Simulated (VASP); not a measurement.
Write the native input for VASP 6.6.1 that does the following.

| Item | Value |
| --- | --- |
| Task | single point |
| Functional | PBE |
| Potentials or basis | VASP PAW PBE potentials, release 64 (P) |
| Cutoff | 520 eV |
| k mesh | 18 × 18 × 18 |
| Occupations | fermi-dirac, width 0.1 eV |
| Spin | no spin polarisation |
| Dipole correction | no |
| Further INCAR settings | ALGO = Normal; EDIFF = 1e-06; NBANDS = 12 |

The structure of P lies in POSCAR:

```
P
1.0
   -2.3724894850      2.3724894850      1.2302153545
    2.3724894850     -2.3724894850      1.2302153545
    2.3724894850      2.3724894850     -1.2302153545
P
2
Direct
   -0.3750000000     -0.1250000000     -0.2500000000
    0.3750000000      0.1250000000      0.2500000000
```

One way to write it, as run:

INCAR

```
PREC = Accurate
ENCUT = 520
EDIFF = 1E-6
ISMEAR = -1
SIGMA = 0.1
LREAL = F
LASPH = T
NELM = 100
ALGO = Normal
ISIF = 2
LWAVE = F
LCHARG = F
GGA = PE
NBANDS = 12
```

KPOINTS

```
regular mesh
0
Gamma
  18 18 18
```

Potentials or basis: VASP PAW PBE potentials, release 64 (P).

Command:

```console
$ cat potpaw_PBE.64/P/POTCAR > POTCAR
$ mpirun -np 1 vasp_std > vasp.out
```

It gave:

| Item | Value |
| --- | --- |
| Pressure | 8.9 GPa |
| Band gap on the k mesh | zero (bands 5 and 6 overlap by 7.93 eV) |

Caveat: the cell stands under pressure.

Run time: 4 min on 1 thread of Intel Xeon 8259CL, on a shared host, peak memory 0.24 GiB.
